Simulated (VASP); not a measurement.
# TaAs (I4_1md) in VASP: relaxation of the atoms with PBE

Aim: the relaxation of the atoms of TaAs with PBE.

Everything below comes from runs of VASP 6.6.1. Logs are shortened: lines on timing, memory, paths and dates and some standing lists are left out, and cuts for length are marked.

## (1) The cell of the first run

The structure is tetragonal, space group I4_1md (No. 109). The conventional cell has a = 3.444 Å, b = 3.444 Å, c = 11.736 Å, α = 90.00°, β = 90.00°, γ = 90.00°. Within 3.5 Å of Ta (site symmetry 2mm) lie 6 As at 2.61 to 2.62 Å and 8 Ta at 3.40 to 3.44 Å. Within 3.5 Å of As (site symmetry 2mm) lie 6 Ta at 2.61 to 2.62 Å and 8 As at 3.40 to 3.44 Å.

## (2) Relaxation of the atoms, PBE

File INCAR:

```
PREC = Accurate ; ENCUT = 520
EDIFF = 1E-6 ; ISMEAR = -1
SIGMA = 0.05 ; LREAL = False
LASPH = True ; NELM = 60
ALGO = Fast ; ISIF = 2
LWAVE = False ; LCHARG = False
GGA = PE ; IBRION = 2
NSW = 60 ; EDIFFG = -0.01
```

File KPOINTS:

```
Automatic mesh
0
Gamma
  9 9 9
```

File POSCAR:

```
TaAs
1.0
   -1.7218133622      1.7218133622      5.8679415361
    1.7218133622     -1.7218133622      5.8679415361
    1.7218133622      1.7218133622     -5.8679415361
Ta As
2 2
Direct
    0.4999673000      0.4999673000      0.0000000000
    0.2499673000      0.7499673000      0.5000000000
    0.0826321200      0.0826321200      0.0000000000
    0.8326321200      0.3326321200      0.5000000000
```

Potentials or basis: VASP PAW PBE potentials, release 64 (Ta_pv, As).

On the command line:

```console
$ cat potpaw_PBE.64/Ta_pv/POTCAR potpaw_PBE.64/As/POTCAR > POTCAR
$ mpirun -np 1 vasp_std > vasp.out
```

OUTCAR:

```text
PREC = Accurate
   ENCUT = 520
   EDIFF = 1E-6
   ISMEAR = -1
   LREAL = False
   LASPH = True
   NELM = 60
   ISIF = 2
   GGA = PE
   IBRION = 2
   NSW = 60
   EDIFFG = -0.01

 ion  position               nearest neighbor table
   1  0.500  0.500  0.000-   4 2.61   4 2.61   3 2.62   3 2.62   3 2.62   3 2.62   2 3.40   2 3.40
                             2 3.40   2 3.40
   2  0.250  0.750  0.500-   3 2.61   3 2.61   4 2.62   4 2.62   4 2.62   4 2.62   1 3.40   1 3.40
                             1 3.40   1 3.40
   3  0.083  0.083  0.000-   2 2.61   2 2.61   1 2.62   1 2.62   1 2.62   1 2.62
   4  0.833  0.333  0.500-   1 2.61   1 2.61   2 2.62   2 2.62   2 2.62   2 2.62

  LATTYP: Found a body centered tetragonal cell.
 ALAT       =     3.4436267244
 C/A-ratio  =     3.4080009279

  Lattice vectors:

 A1 = (  -1.7218133622,   1.7218133622,   5.8679415361)
 A2 = (   1.7218133622,  -1.7218133622,   5.8679415361)
 A3 = (   1.7218133622,   1.7218133622,  -5.8679415361)

Analysis of symmetry for initial positions (statically):
=====================================================================
 Subroutine PRICEL returns:
 Original cell was already a primitive cell.

 Routine SETGRP: Setting up the symmetry group for a
 body centered tetragonal supercell.

 Subroutine GETGRP returns: Found  8 space group operations
 (whereof  4 operations were pure point group operations)
 out of a pool of 16 trial point group operations.

The static configuration has the point symmetry C_2v.
 The point group associated with its full space group is C_4v.

Analysis of symmetry for dynamics (positions and initial velocities):
=====================================================================
 Subroutine PRICEL returns:
 Original cell was already a primitive cell.

 Routine SETGRP: Setting up the symmetry group for a
 body centered tetragonal supercell.

 Subroutine GETGRP returns: Found  8 space group operations
 (whereof  4 operations were pure point group operations)
 out of a pool of 16 trial point group operations.
[... 163 lines left out ...]
  Total        1.2810331      1.2810331      0.8450434      0.0000000      0.0000000      0.0000000
  in kB       29.4953133     29.4953133     19.4568114      0.0000000      0.0000000      0.0000000
  external PRESSURE =      26.1491460 kB  Pullay stress =       0.0000000 kB

 VOLUME and BASIS-vectors are now :
 -----------------------------------------------------------------------------
  energy-cutoff  :      520.00
  volume of cell :       69.59
      direct lattice vectors                 reciprocal lattice vectors
    -1.721813362  1.721813362  5.867941536     0.000000000  0.290391520  0.085208756
     1.721813362 -1.721813362  5.867941536     0.290391520  0.000000000  0.085208756
     1.721813362  1.721813362 -5.867941536     0.290391520  0.290391520  0.000000000

 POSITION                                       TOTAL-FORCE (eV/Angst)
 -----------------------------------------------------------------------------------
      0.00000      0.00000      5.86756         0.000000      0.000000      0.023929
      1.72181      0.00000      2.93359         0.000000      0.000000      0.023929
      0.00000      0.00000      0.96976        -0.000000     -0.000000     -0.023929
      0.00000      1.72181      3.90373        -0.000000     -0.000000     -0.023929
 -----------------------------------------------------------------------------------
    total drift:                                0.000000      0.000000      0.000209

  FREE ENERGIE OF THE ION-ELECTRON SYSTEM (eV)
  ---------------------------------------------------
  free  energy   TOTEN  =       -35.1020173326 eV

  energy  without entropy=      -35.0959147612  energy(sigma->0) =      -35.09896605

--------------------------------------- Ionic step        2  -------------------------------------------

 number of electron      32.0000002 magnetization

 Free energy of the ion-electron system (eV)
  ---------------------------------------------------
  ext. energy  EPLUGINS =         0.00000000
  ---------------------------------------------------
  free energy    TOTEN  =       -35.10206345 eV

  energy without entropy =      -35.09595090  energy(sigma->0) =      -35.09900718

 E-fermi :   6.9771     XC(G=0): -11.9088

 val. band max:        6.9579831961   @ k =  -0.1111  -0.4444   0.1111
 cond. band min:       6.9825234638   @ k =  -0.3333   0.4444   0.3333
 fundamental gap:      0.0245402677
 Fermi energy:         6.9770747168

 k-point     1 :       0.0000    0.0000    0.0000
  band No.  band energies     occupation
      1     -28.0086      2.00000
      2     -27.9656      2.00000
      3     -27.9656      2.00000
      4     -27.8191      2.00000
      5     -27.8191      2.00000
      6     -27.7725      2.00000
[... 541 lines left out ...]
     19       9.9015      0.00000
     20       9.9379      0.00000

 [... further k-points ...]

------------------------ aborting loop because EDIFF is reached ----------------------------------------

  FORCE on cell =-STRESS in cart. coord.  units (eV):
  Direction    XX          YY          ZZ          XY          YZ          ZX
  --------------------------------------------------------------------------------------
  -------------------------------------------------------------------------------------
  Total        1.3016032      1.3016032      0.8124363      0.0000000      0.0000000      0.0000000
  in kB       29.9689323     29.9689323     18.7060464      0.0000000      0.0000000      0.0000000
  external PRESSURE =      26.2146370 kB  Pullay stress =       0.0000000 kB

 VOLUME and BASIS-vectors are now :
 -----------------------------------------------------------------------------
  energy-cutoff  :      520.00
  volume of cell :       69.59
      direct lattice vectors                 reciprocal lattice vectors
    -1.721813362  1.721813362  5.867941536     0.000000000  0.290391520  0.085208756
     1.721813362 -1.721813362  5.867941536     0.290391520  0.000000000  0.085208756
     1.721813362  1.721813362 -5.867941536     0.290391520  0.290391520  0.000000000

 POSITION                                       TOTAL-FORCE (eV/Angst)
 -----------------------------------------------------------------------------------
      0.00000      0.00000      5.86871         0.000000      0.000000     -0.004839
      1.72181      0.00000      2.93474         0.000000      0.000000     -0.004839
      1.72181      1.72181     -4.89934         0.000000     -0.000000      0.004839
      0.00000      1.72181      3.90258        -0.000000      0.000000      0.004839
 -----------------------------------------------------------------------------------
    total drift:                                0.000000      0.000000     -0.003942

  FREE ENERGIE OF THE ION-ELECTRON SYSTEM (eV)
  ---------------------------------------------------
  free  energy   TOTEN  =       -35.1020634538 eV

  energy  without entropy=      -35.0959508994  energy(sigma->0) =      -35.09900718

 reached required accuracy - stopping structural energy minimisation
```

OSZICAR:

```text
N       E                     dE             d eps       ncg     rms          rms(c)
DAV:   1     0.242524445771E+03    0.24252E+03   -0.16878E+04  3008   0.154E+03
DAV:   2    -0.256291336216E+02   -0.26815E+03   -0.25991E+03  3628   0.393E+02
DAV:   3    -0.366872325532E+02   -0.11058E+02   -0.10729E+02  3860   0.678E+01
[... 17 lines left out ...]
DAV:   1    -0.351019787779E+02    0.38876E-04   -0.11828E-02  3416   0.924E-01    0.203E-02
RMM:   2    -0.351020495439E+02   -0.70766E-04   -0.78621E-04  3120   0.251E-01    0.805E-03
RMM:   3    -0.351020617926E+02   -0.12249E-04   -0.11890E-04  3221   0.887E-02    0.528E-03
RMM:   4    -0.351020634289E+02   -0.16363E-05   -0.20308E-05  3199   0.325E-02    0.346E-03
RMM:   5    -0.351020634538E+02   -0.24854E-07   -0.37972E-06  2214   0.156E-02
   2 F= -.35102063E+02 E0= -.35099007E+02  d E =-.461212E-04
```

It took 9.4 min on 1 thread of Oxide Virtual Turin-like, shared host; peak memory 0.35 GiB.

Results:

| Item | Value |
| --- | --- |
| Free energy | -35.1021 eV |
| Energy gained by relaxing | 0.0 meV/atom |
| Ionic steps | 2 |
| Pressure after relaxing | 2.6 GPa |
| Largest force after relaxing | 0.005 eV/Å |
| Band gap on the k mesh | 0.01 eV (least direct gap 0.04 eV) |

Forces in eV/Å, atoms in the order of the input:
```
Ta   0.000  0.000 -0.005
Ta   0.000  0.000 -0.005
As   0.000  0.000  0.005
As   0.000  0.000  0.005
```

Final structure:
```
Ta As
1.0
    -1.72181    1.72181    5.86794
     1.72181   -1.72181    5.86794
     1.72181    1.72181   -5.86794
Ta As
2 2
Direct
  0.50007 0.50007 0.00000
  0.25007 0.75007 0.50000
  0.08253 0.08253 0.00000
  0.83253 0.33253 0.50000
```

Caveat: the smearing spreads over this small gap; spin-orbit coupling is left out, which moves the levels of the heavy elements. A k mesh can miss the band edges.
